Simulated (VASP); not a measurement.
ZnSe (Stilleite):

```
CELL_PARAMETERS angstrom
0.00000 2.87109 2.87109
2.87109 0.00000 2.87109
2.87109 2.87109 0.00000
ATOMIC_POSITIONS crystal
Se 0.75000 0.75000 0.75000
Zn 0.00000 0.00000 0.00000
```

Base run:

* Program: VASP 6.6.1
* Functional: PBEsol
* Dispersion: D3(BJ)
* Potentials or basis: VASP PAW PBE potentials, release 64 (Se, Zn)
* Cutoff: 520 eV
* k mesh: 8 × 8 × 8
* Occupations: fermi-dirac, width 0.05 eV
* Spin: no spin polarisation

Its results: band gap on the k mesh 1.02 eV, direct; pressure -4.9 GPa.

Problem. The run is repeated on the same cell with these changes: dispersion from D3(BJ) to none. What comes out?

Solution. Band gap on the k mesh 1.02 eV, direct; pressure -3.1 GPa.

Dispersion adds attraction, which lowers the pressure at fixed volume and, as a term added to the energy, leaves the levels alone.

Caveats: the PAW data sets were made with another functional, which shifts forces and pressure a little.

